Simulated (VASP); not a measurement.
# ZrMo2C2 (P6/mmm) in VASP: density of states with PBE

Aim: the density of states of ZrMo2C2 with PBE.

Program: VASP 6.6.1. These are calculated values, not measurements. Logs are shortened: lines on timing, memory, paths and dates and some standing lists are left out, and cuts for length are marked.

### Step 1. The cell of the first run

The structure is hexagonal, space group P6/mmm (No. 191). The conventional cell has a = 4.188 Å, b = 4.188 Å, c = 5.590 Å, α = 90.00°, β = 90.00°, γ = 120.00°. Zr (site symmetry 6/mmm) has 2 C at 2.12 Å within 2.8 Å. Within 3.2 Å of Mo (site symmetry -6m2) lie 3 Mo at 2.42 Å and 6 C at 2.51 Å. C (site symmetry 6mm) has 1 C at 1.35 Å within 1.8 Å.

### Step 2. Density of states, PBE

Input file POSCAR:

```
ZrMo2C2
1.0
    4.1882465159      0.0000000000      0.0000000000
   -2.0941232579      3.6271278800      0.0000000000
    0.0000000000      0.0000000000      5.5904118975
Zr Mo C
1 2 2
Direct
    0.0000000000      0.0000000000      0.0000000000
    0.3333333333      0.6666666667      0.5000000000
    0.6666666667      0.3333333333      0.5000000000
    0.0000000000      0.0000000000      0.6208608106
    0.0000000000      0.0000000000      0.3791391894
```

Input file INCAR.step1:

```
SYSTEM = ZrMo2C2
ALGO     = Normal         ! electronic algorithm
EDIFF    = 1E-6           ! SCF threshold, eV
ENCUT    = 520            ! plane-wave cutoff, eV
GGA      = PE             ! functional
ISIF     = 2              ! what is computed and relaxed
ISMEAR   = 0              ! smearing method
LASPH    = .TRUE.         ! aspherical terms in the spheres
LCHARG   = .TRUE.         ! write CHGCAR
LMAXMIX  = 4              ! l up to which the mixer works
LREAL    = .FALSE.        ! projectors in reciprocal space
LWAVE    = .FALSE.        ! write WAVECAR
NBANDS   = 32             ! bands
NELM     = 80             ! most SCF steps
PREC     = Accurate       ! precision mode
SIGMA    = 0.1            ! smearing width, eV
```

Input file KPOINTS.step1:

```
k-points
0
G
  12 12 8
  0 0 0
```

Input file INCAR.step2:

```
SYSTEM = ZrMo2C2
ALGO     = Normal         ! electronic algorithm
EDIFF    = 1E-6           ! SCF threshold, eV
ENCUT    = 520            ! plane-wave cutoff, eV
GGA      = PE             ! functional
ICHARG   = 11             ! starting density
ISIF     = 2              ! what is computed and relaxed
ISMEAR   = -5             ! smearing method
LASPH    = .TRUE.         ! aspherical terms in the spheres
LCHARG   = .FALSE.        ! write CHGCAR
LMAXMIX  = 4              ! l up to which the mixer works
LORBIT   = 11             ! projections on sites
LREAL    = .FALSE.        ! projectors in reciprocal space
LWAVE    = .FALSE.        ! write WAVECAR
NBANDS   = 32             ! bands
NEDOS    = 2001           ! points of the DOS
NELM     = 80             ! most SCF steps
PREC     = Accurate       ! precision mode
SIGMA    = 0.1            ! smearing width, eV
```

Input file KPOINTS.step2:

```
k-points
0
G
  18 18 12
  0 0 0
```

Potentials or basis: VASP PAW PBE potentials, release 64 (Zr_sv, Mo_sv, C).

Command:

```sh
cat potpaw_PBE.64/Zr_sv/POTCAR potpaw_PBE.64/Mo_sv/POTCAR potpaw_PBE.64/C/POTCAR > POTCAR
cp INCAR.step1 INCAR
cp KPOINTS.step1 KPOINTS
mpirun -np 1 vasp_std > vasp.out
cp INCAR.step2 INCAR
cp KPOINTS.step2 KPOINTS
mpirun -np 1 vasp_std > vasp.out
```

OUTCAR:

```text
SYSTEM = ZrMo2C2
   EDIFF = 1E-6
   ENCUT = 520
   GGA = PE
   ICHARG = 11
   ISIF = 2
   ISMEAR = -5
   LASPH = .TRUE.
   LORBIT = 11
   LREAL = .FALSE.
   NELM = 80
   PREC = Accurate

 ion  position               nearest neighbor table
   1  0.000  0.000  0.000-   4 2.12   5 2.12   2 3.70   3 3.70   2 3.70   3 3.70   2 3.70   2 3.70
                             3 3.70   3 3.70   3 3.70   3 3.70   2 3.70   2 3.70
   2  0.333  0.667  0.500-   3 2.42   3 2.42   3 2.42   5 2.51   4 2.51   5 2.51   4 2.51   5 2.51
                             4 2.51   1 3.70   1 3.70   1 3.70   1 3.70   1 3.70   1 3.70
   3  0.667  0.333  0.500-   2 2.42   2 2.42   2 2.42   5 2.51   4 2.51   4 2.51   5 2.51   4 2.51
                             5 2.51   1 3.70   1 3.70   1 3.70   1 3.70   1 3.70   1 3.70
   4  0.000  0.000  0.621-   5 1.35   1 2.12   3 2.51   2 2.51   2 2.51   3 2.51   3 2.51   2 2.51

   5  0.000  0.000  0.379-   4 1.35   1 2.12   3 2.51   2 2.51   2 2.51   3 2.51   3 2.51   2 2.51

  LATTYP: Found a hexagonal cell.
 ALAT       =     4.1882465159
 C/A-ratio  =     1.3347857812

  Lattice vectors:

 A1 = (   4.1882465159,   0.0000000000,   0.0000000000)
 A2 = (  -2.0941232579,   3.6271278800,   0.0000000000)
 A3 = (   0.0000000000,   0.0000000000,   5.5904118975)

Analysis of symmetry for initial positions (statically):
=====================================================================
 Subroutine PRICEL returns:
 Original cell was already a primitive cell.

 Routine SETGRP: Setting up the symmetry group for a
 hexagonal supercell.

 Subroutine GETGRP returns: Found 24 space group operations
 (whereof 24 operations were pure point group operations)
 out of a pool of 24 trial point group operations.

The static configuration has the point symmetry D_6h.

Analysis of symmetry for dynamics (positions and initial velocities):
=====================================================================
 Subroutine PRICEL returns:
 Original cell was already a primitive cell.

 Routine SETGRP: Setting up the symmetry group for a
 hexagonal supercell.

 Subroutine GETGRP returns: Found 24 space group operations
 (whereof 24 operations were pure point group operations)
 out of a pool of 24 trial point group operations.

The dynamic configuration has the point symmetry D_6h.

 Subroutine INISYM returns: Found 24 space group operations
 (whereof 24 operations are pure point group operations),
 and found     1 'primitive' translations

----------------------------------------------------------------------------------------

                                     Primitive cell

[... 107 lines left out ...]
   TEBEG  =    0.0;   TEEND  =   0.0 temperature during run
   PSTRESS=    0.0 pullay stress
   NELECT =      48.0000    total number of electrons
   NUPDOWN=      -1.0000    fix difference up-down
   EMIN   =  10.00;   EMAX   =-10.00  energy-range for DOS
   EFERMI =   0.00;   METHOD = LEGACY
   ISMEAR =    -5;   SIGMA  =   0.10  broadening in eV -4-tet -1-fermi 0-gaus
   EFERMI_NEDOS =   21; number of points for ismear=-14 and -15
   IALGO  =     38    algorithm
   IMIX   =      4    mixing-type and parameters
     AMIX     =   0.40;   BMIX     =  1.00
     AMIX_MAG =   1.60;   BMIX_MAG =  1.00
  volume/ion in A,a.u.               =      16.99       114.62
  Fermi-wavevector in a.u.,A,eV,Ry     =   1.353554  2.557846 24.927351  1.832109
  Thomas-Fermi vector in A             =   2.480800
   LORBIT       =     11    0 simple, 1 ext, 2 COOP (PROOUT), +10 PAW based schemes
   GGA     = PE    functional components
   LHFCALC =     F    Hartree Fock is set to
   AEXX    =    0.0000 exact exchange contribution
   IVDW    =     0    specifies the selected vdW correction
   LEPSILON=     F    determine dielectric tensor
   LRPA    =     F    only Hartree local field effects (RPA)
 non-spin polarized calculation
 Fermi weights with tetrahedron method with Bloechl corrections
  energy-cutoff  :      520.00
  volume of cell :       84.93
 maximum number of plane-waves:      2320
 NGX is ok and might be reduce to    32

 number of electron      48.0000004 magnetization

 Free energy of the ion-electron system (eV)
  ---------------------------------------------------
  ext. energy  EPLUGINS =         0.00000000
  ---------------------------------------------------
  free energy    TOTEN  =       -44.35305336 eV

  energy without entropy =      -44.35305336  energy(sigma->0) =      -44.35305336

 E-fermi :   7.7264     XC(G=0): -10.9934

 val. band max:        7.7261314279   @ k =   0.1111   0.1111   0.0000
 cond. band min:       7.7103111321   @ k =   0.2222  -0.0000   0.0833
 fundamental gap:     -0.0158202958
 Fermi energy:         7.7264059348

 k-point     1 :       0.0000    0.0000    0.0000
  band No.  band energies     occupation
      1     -53.3152      2.00000
      2     -52.6995      2.00000
      3     -41.9145      2.00000
      4     -28.0275      2.00000
      5     -28.0275      2.00000
      6     -27.4442      2.00000
[... 829 lines left out ...]
     31      10.3515      0.00000
     32      11.3115      0.00000

 [... further k-points ...]
[... 5 lines left out ...]
  --------------------------------------------------------------------------------------
  -------------------------------------------------------------------------------------
  Total        0.3208034      0.3208034     -0.3904174      0.0000000     -0.0000000      0.0000000
  in kB        6.0521638      6.0521638     -7.3654761      0.0000000     -0.0000000      0.0000000
  external PRESSURE =       1.5796172 kB  Pullay stress =       0.0000000 kB

 VOLUME and BASIS-vectors are now :
 -----------------------------------------------------------------------------
  energy-cutoff  :      520.00
  volume of cell :       84.93
      direct lattice vectors                 reciprocal lattice vectors
     4.188246516  0.000000000  0.000000000     0.238763405  0.137850116  0.000000000
    -2.094123258  3.627127880  0.000000000     0.000000000  0.275700233  0.000000000
     0.000000000  0.000000000  5.590411898     0.000000000  0.000000000  0.178877696

 POSITION                                       TOTAL-FORCE (eV/Angst)
 -----------------------------------------------------------------------------------
      0.00000      0.00000      0.00000        -0.000000      0.000000      0.000000
     -0.00000      2.41809      2.79521        -0.000000      0.000000      0.000000
      2.09412      1.20904      2.79521         0.000000     -0.000000      0.000000
      0.00000      0.00000      3.47087        -0.000000     -0.000000      0.153312
      0.00000      0.00000      2.11954        -0.000000      0.000000     -0.153312
 -----------------------------------------------------------------------------------
    total drift:                                0.000000     -0.000000      0.000000

  FREE ENERGIE OF THE ION-ELECTRON SYSTEM (eV)
  ---------------------------------------------------
  free  energy   TOTEN  =       -44.3530533605 eV

  energy  without entropy=      -44.3530533605  energy(sigma->0) =      -44.35305336

 total charge

# of ion       s       p       d       tot
------------------------------------------
    1        2.145   5.996   1.509   9.650
    2        2.269   6.161   4.212  12.643
    3        2.269   6.161   4.212  12.643
    4        0.911   1.581   0.000   2.492
    5        0.911   1.581   0.000   2.492
--------------------------------------------------
tot          8.506  21.481   9.933  39.920
```

OUTCAR.step1:

```text
SYSTEM = ZrMo2C2
   EDIFF = 1E-6
   ENCUT = 520
   GGA = PE
   ISIF = 2
   ISMEAR = 0
   LASPH = .TRUE.
   LREAL = .FALSE.
[... 1077 lines left out ...]
      2.09412      1.20904      2.79521        -0.000000      0.000000      0.000000
      0.00000      0.00000      3.47087        -0.000000     -0.000000      0.072811
      0.00000      0.00000      2.11954        -0.000000     -0.000000     -0.072811
 -----------------------------------------------------------------------------------
    total drift:                                0.000000     -0.000000     -0.000000

  FREE ENERGIE OF THE ION-ELECTRON SYSTEM (eV)
  ---------------------------------------------------
  free  energy   TOTEN  =       -44.3563152723 eV

  energy  without entropy=      -44.3375066550  energy(sigma->0) =      -44.34691096
```

OSZICAR.step1:

```text
N       E                     dE             d eps       ncg     rms          rms(c)
DAV:   1     0.503236495505E+03    0.50324E+03   -0.28210E+04  6136   0.149E+03
DAV:   2    -0.264007798956E+02   -0.52964E+03   -0.50891E+03  6992   0.441E+02
DAV:   3    -0.505817545394E+02   -0.24181E+02   -0.23322E+02  9408   0.852E+01
DAV:   4    -0.514033899299E+02   -0.82164E+00   -0.81885E+00  8520   0.125E+01
DAV:   5    -0.514166046550E+02   -0.13215E-01   -0.13209E-01  8400   0.153E+00    0.276E+01
DAV:   6    -0.441194088447E+02    0.72972E+01   -0.40228E+01  7704   0.250E+01    0.103E+01
DAV:   7    -0.444983722214E+02   -0.37896E+00   -0.58902E+00  8416   0.741E+00    0.512E+00
DAV:   8    -0.444369012072E+02    0.61471E-01   -0.95638E-01  7800   0.459E+00    0.350E+00
DAV:   9    -0.443819049143E+02    0.54996E-01   -0.34029E-01  7816   0.269E+00    0.100E+00
DAV:  10    -0.443578243321E+02    0.24081E-01   -0.20600E-01  7472   0.169E+00    0.397E-01
DAV:  11    -0.443564835218E+02    0.13408E-02   -0.17660E-02  9008   0.648E-01    0.109E-01
DAV:  12    -0.443563232203E+02    0.16030E-03   -0.95483E-04  7944   0.152E-01    0.296E-02
DAV:  13    -0.443563202389E+02    0.29813E-05   -0.16068E-04  8712   0.591E-02    0.179E-02
DAV:  14    -0.443563155261E+02    0.47128E-05   -0.16669E-05  7616   0.173E-02    0.857E-03
DAV:  15    -0.443563152723E+02    0.25380E-06   -0.21963E-06  6144   0.736E-03
   1 F= -.44356315E+02 E0= -.44346911E+02  d E =-.188086E-01
```

Wall time 7.8 min (1 thread of AMD EPYC 7R13, shared host); peak memory 0.69 GiB.

Results:

| Property | Result |
| --- | --- |
| Valence electrons inside the program's atomic spheres | Zr 9.65; Mo 12.64; C 2.49 |

Caveat: tetrahedron occupations give inexact forces and stress in metals.
